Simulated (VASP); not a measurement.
# HfSi3O8 (P-4m2) in VASP: notebook, part 2 of 2

VASP 6.6.1.

### Step 4. Single point, r2SCAN

Input file POSCAR:

```
HfSi3O8
1.0
    5.5014551000      0.0000000000      0.0000000000
    0.0000000000      5.5014551000      0.0000000000
    0.0000000000      0.0000000000      7.9863852000
Hf Si O
1 3 8
Direct
    0.0000000000      0.0000000000      0.5000000000
    0.5000000000      0.0000000000      0.7792900000
    0.0000000000      0.5000000000      0.2207100000
    0.5000000000      0.5000000000      0.0000000000
    0.7337650000      0.0000000000      0.6566200000
    0.2490620000      0.5000000000      0.1090850000
    0.2662350000      0.0000000000      0.6566200000
    0.7509380000      0.5000000000      0.1090850000
    0.0000000000      0.2662350000      0.3433800000
    0.5000000000      0.7509380000      0.8909150000
    0.0000000000      0.7337650000      0.3433800000
    0.5000000000      0.2490620000      0.8909150000
```

Input file INCAR.step1:

```
SYSTEM = HfSi3O8
  PREC = Accurate
  ENCUT = 520
  ISMEAR = 0
  SIGMA = 0.02
  LREAL = .FALSE.
  LASPH = .TRUE.
  NELM = 80
  NBANDS = 47
  GGA = PE
  ALGO = Normal
  EDIFF = 1E-4
  LWAVE = .TRUE.
  LCHARG = .FALSE.
```

Input file INCAR.step2:

```
SYSTEM = HfSi3O8
  PREC = Accurate
  ENCUT = 520
  EDIFF = 1E-6
  ISMEAR = 0
  SIGMA = 0.02
  LREAL = .FALSE.
  LASPH = .TRUE.
  NELM = 80
  ALGO = Normal
  ISIF = 2
  LWAVE = .FALSE.
  LCHARG = .FALSE.
  METAGGA = R2SCAN
  LMIXTAU = .TRUE.
  NBANDS = 47
  ISTART = 1
```

Input file KPOINTS:

```
Automatic mesh
0
G
  4 4 4
  0 0 0
```

Potentials or basis: VASP PAW PBE potentials, release 64 (Hf_pv, Si, O).

Launch:

```
> cat potpaw_PBE.64/Hf_pv/POTCAR potpaw_PBE.64/Si/POTCAR potpaw_PBE.64/O/POTCAR > POTCAR
> cp INCAR.step1 INCAR
> mpirun -np 1 vasp_std > vasp.out
> cp INCAR.step2 INCAR
> mpirun -np 1 vasp_std > vasp.out
```

OUTCAR:

```text
SYSTEM = HfSi3O8
   PREC = Accurate
   ENCUT = 520
   EDIFF = 1E-6
   ISMEAR = 0
   LREAL = .FALSE.
   LASPH = .TRUE.
   NELM = 80
   ISIF = 2
   METAGGA = R2SCAN
   ISTART = 1

 ion  position               nearest neighbor table
   1  0.000  0.000  0.500-   5 1.93   7 1.93   9 1.93  11 1.93
   2  0.500  0.000  0.779-   5 1.62   7 1.62  10 1.63  12 1.63
   3  0.000  0.500  0.221-   9 1.62  11 1.62   6 1.63   8 1.63
   4  0.500  0.500  0.000-   6 1.63   8 1.63  10 1.63  12 1.63
   5  0.734  0.000  0.657-   2 1.62   1 1.93
   6  0.249  0.500  0.109-   4 1.63   3 1.63
[... 1123 lines left out ...]
 -----------------------------------------------------------------------------
  energy-cutoff  :      520.00
  volume of cell :      241.72
      direct lattice vectors                 reciprocal lattice vectors
     5.501455100  0.000000000  0.000000000     0.181770092  0.000000000  0.000000000
     0.000000000  5.501455100  0.000000000     0.000000000  0.181770092  0.000000000
     0.000000000  0.000000000  7.986385200     0.000000000  0.000000000  0.125213094

 POSITION                                       TOTAL-FORCE (eV/Angst)
 -----------------------------------------------------------------------------------
      0.00000      0.00000      3.99319        -0.000000     -0.000000      0.000000
      2.75073      0.00000      6.22371        -0.000000     -0.000000     -0.047888
      0.00000      2.75073      1.76268        -0.000000     -0.000000      0.047888
      2.75073      2.75073      0.00000        -0.000000     -0.000000      0.000000
      4.03678      0.00000      5.24402         0.014421     -0.000000     -0.041842
      1.37020      2.75073      0.87119        -0.003017     -0.000000      0.013753
      1.46468      0.00000      5.24402        -0.014421     -0.000000     -0.041842
      4.13125      2.75073      0.87119         0.003017     -0.000000      0.013753
      0.00000      1.46468      2.74236        -0.000000     -0.014421      0.041842
      2.75073      4.13125      7.11519        -0.000000      0.003017     -0.013753
      0.00000      4.03678      2.74236        -0.000000      0.014421      0.041842
      2.75073      1.37020      7.11519        -0.000000     -0.003017     -0.013753
 -----------------------------------------------------------------------------------
    total drift:                               -0.000000      0.000000     -0.000000

  FREE ENERGIE OF THE ION-ELECTRON SYSTEM (eV)
  ---------------------------------------------------
  free  energy   TOTEN  =      -156.5544620917 eV

  energy  without entropy=     -156.5544620917  energy(sigma->0) =     -156.55446209
```

Wall time 11 min (1 thread of Intel Xeon 6975P-C, shared host); peak memory 0.46 GiB.

What came out:

* Free energy: -156.5545 eV
* Pressure: -3.2 GPa
* Largest force: 0.048 eV/Å
* Band gap on the k mesh: 5.23 eV, indirect (least direct gap 5.27 eV)

Forces on the atoms (eV/Å):
```
Hf   0.000  0.000  0.000
Si   0.000  0.000 -0.048
Si   0.000  0.000  0.048
Si   0.000  0.000  0.000
O    0.014  0.000 -0.042
O   -0.003  0.000  0.014
O   -0.014  0.000 -0.042
O    0.003  0.000  0.014
O    0.000 -0.014  0.042
O    0.000  0.003 -0.014
O    0.000  0.014  0.042
O    0.000 -0.003 -0.014
```

Levels at points of the mesh, in eV from the valence-band top:
| k point | band 31 | band 32 | band 33 | band 34 | band 35 | band 36 | band 37 | band 38 | band 39 | band 40 |
| --- | --- | --- | --- | --- | --- | --- | --- | --- | --- | --- |
| (0.00, 0.00, 0.00) | -0.70 | -0.70 | -0.12 | -0.04 | -0.04 | 5.23 | 6.92 | 7.10 | 7.24 | 8.02 |
| (0.50, 0.00, 0.00) | -0.95 | -0.84 | -0.47 | -0.47 | -0.11 | 6.41 | 6.93 | 6.97 | 7.30 | 7.48 |
| (0.50, 0.50, 0.00) | -1.25 | -0.83 | -0.74 | -0.74 | -0.60 | 6.66 | 7.02 | 7.45 | 7.45 | 7.64 |
| (0.00, 0.00, 0.50) | -0.51 | -0.48 | -0.48 | -0.16 | -0.16 | 5.84 | 6.45 | 6.85 | 7.12 | 7.30 |
| (0.50, 0.00, 0.50) | -1.14 | -1.01 | -0.80 | -0.19 | 0.00 | 6.53 | 6.88 | 7.11 | 7.36 | 7.57 |
| (0.50, 0.50, 0.50) | -0.91 | -0.82 | -0.80 | -0.64 | -0.64 | 6.74 | 7.19 | 7.41 | 7.41 | 7.57 |

Caveat: the PAW data sets were made with another functional, which shifts forces and pressure a little; spin-orbit coupling is left out, which moves the levels of the heavy elements. r2SCAN opens gaps a little over a GGA but as a rule still falls short of measured ones.

### Step 5. Summary

```tsv
level	k mesh	smearing	gap on the mesh (eV)	pressure (GPa)	largest force (eV/Å)
PBE	4 × 4 × 2	gaussian 0.1 eV	4.66	-0.2	0.19
PBE	4 × 4 × 4	gaussian 0.02 eV	4.66	-0.2	0.19
r2SCAN	4 × 4 × 4	gaussian 0.02 eV	5.23	-3.2	0.05
```

Alike in all rows: task single point; potentials or basis VASP PAW PBE potentials, release 64 (Hf_pv, Si, O); no spin polarisation; cell as given; cutoff (eV) 520.

On the cell as given the gap runs from 4.66 eV (PBE) to 5.23 eV (r2SCAN); the meshes differ, which moves gaps too. The pressure there spans -3.2 GPa (r2SCAN) to -0.2 GPa (PBE); a positive pressure means that this level wants a larger cell, a negative one a smaller.

Caveats: spin-orbit coupling is left out, which moves the levels of the heavy elements; the PAW data sets were made with another functional, which shifts forces and pressure a little (some runs).

Total energies depend on the potentials used, so only differences within one code and one set of settings carry meaning.
